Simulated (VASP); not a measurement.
Set up this calculation in VASP 6.6.1, as the native input.

| Quantity | Value |
| --- | --- |
| Task | single point |
| Functional | PBE |
| Potentials or basis | VASP PAW PBE potentials, release 64 (Al) |
| Cutoff | 520 eV |
| k mesh | 6 × 6 × 6 |
| Occupations | fermi-dirac, width 0.05 eV |
| Spin | no spin polarisation |
| Dipole correction | no |
| Further INCAR settings | ALGO = Fast; EDIFF = 1e-06; NBANDS = 8 |

The structure of Al lies in POSCAR:

```
Al
1.0
    0.0000000000      2.0248050000      2.0248050000
    2.0248050000      0.0000000000      2.0248050000
    2.0248050000      2.0248050000      0.0000000000
Al
1
Direct
    0.0000000000      0.0000000000      0.0000000000
```

The input as run:

INCAR

```
SYSTEM = Al
  PREC = Accurate
  ENCUT = 520
  EDIFF = 1E-6
  ISMEAR = -1
  SIGMA = 0.05
  LREAL = .False.
  LASPH = .True.
  NELM = 100
  ALGO = Fast
  ISIF = 2
  LWAVE = .False.
  LCHARG = .False.
  GGA = PE
  NBANDS = 8
```

KPOINTS

```
regular mesh
0
Gamma
  6 6 6
  0 0 0
```

Potentials or basis: VASP PAW PBE potentials, release 64 (Al).

Run with:

```sh
$ cat potpaw_PBE.64/Al/POTCAR > POTCAR
$ mpirun -np 1 vasp_std > vasp.out
```

Results of the run:

```yaml
Pressure: -0.1 GPa
```

Caveat: the k points lie up to 0.45 Å⁻¹ apart.

Run time: 3 s on 1 thread of AMD EPYC 7R43 64-Core Processor (Zen 3) (shared host), peak memory 0.09 GiB.
